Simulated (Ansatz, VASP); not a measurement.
**One calculation of Ti, two programs**

File INCAR:

```
  ALGO = Normal
  EDIFF = 1E-7
  ENCUT = 520
  GGA = PE
  ISIF = 2
  ISMEAR = -1
  LASPH = True
  LCHARG = True
  LELF = True
  LREAL = False
  LVHAR = True
  LWAVE = False
  NBANDS = 12
  NELM = 60
  PREC = Accurate
  SIGMA = 0.05
```

Contents of KPOINTS:

```
k-points
0
Gamma
  14 14 14
```

Contents of POSCAR:

```
Ti
1.0
    2.0946853591      0.0000000000      0.0000000000
    0.0000000000      2.0946853591      0.0000000000
    0.0000000000      0.0000000000      2.0946853591
Ti
1
Direct
    0.0000000000      0.0000000000      0.0000000000
```

Input for Ansatz:

```yaml
crystal:
  lattice:
    - [2.0946853591, 0.0, 0.0]
    - [0.0, 2.0946853591, 0.0]
    - [0.0, 0.0, 2.0946853591]
  atoms:
    - { symbol: Ti, position: [0.0, 0.0, 0.0] }
kpoints:
  mp_grid: { grid: [14, 14, 14] }
scf:
  occupations: { method: fermi_dirac, width: 0.05 }
hamiltonian:
  xc: pbe
  pseudopotentials: { kind: all_electron, lapw: { basis_error: 0.001 } }
output:
  forces: true
  stress: true
  eigenvalues: true
  populations: true
```

Change from the starting cell: volume scaled by 0.5, LAPW.

Alike in both runs: task single point; functional PBE; k mesh 14 × 14 × 14; occupations fermi-dirac, width 0.05 eV; no spin polarisation.

|  | VASP | Ansatz |
| --- | --- | --- |
| version | VASP 6.6.1 | Ansatz 0.2.0 |
| potentials or method | VASP PAW PBE potentials, release 64 (Ti_sv), cutoff 520 eV | all-electron LAPW, scalar-relativistic |

```tsv
	VASP	Ansatz	Ansatz less VASP
pressure (GPa)	187.0	183.1	-3.89
```

Both programs put the cell under a high pressure, so it lies far from rest at this level. Ansatz ran all-electron here, and VASP with PAW potentials.

Noted on VASP's run: the cell as given lies far from equilibrium.
